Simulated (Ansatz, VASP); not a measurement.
Cd: VASP beside Ansatz

```
CELL_PARAMETERS angstrom
0.00000 2.26064 2.26064
2.26064 0.00000 2.26064
2.26064 2.26064 0.00000
ATOMIC_POSITIONS crystal
Cd 0.00000 0.00000 0.00000
```

Alike in both runs: task relaxation of cell and atoms; functional PBE; k mesh 14 × 14 × 14; occupations fermi-dirac, width 0.08 eV; no spin polarisation.

```csv
,VASP,Ansatz
version,VASP 6.6.1,Ansatz 0.2.0
potentials or method,"VASP PAW PBE potentials, release 64 (Cd)","PAW with Ansatz's default frozen-core files, scalar-relativistic"
plane-wave cutoff (eV),600,420
valence electrons in the cell,12,20
```

|  | VASP | Ansatz | Ansatz less VASP |
| --- | --- | --- | --- |
| relaxed volume (Å³/atom) | 22.85 | 22.78 | -0.077 |
| relaxed cell length with the largest relative difference (Å) | 3.185 | 3.182 | -0.0036 |

VASP's potentials hold 12 valence electrons a cell and Ansatz's 20, so a difference there can come from the potentials and not from the codes.
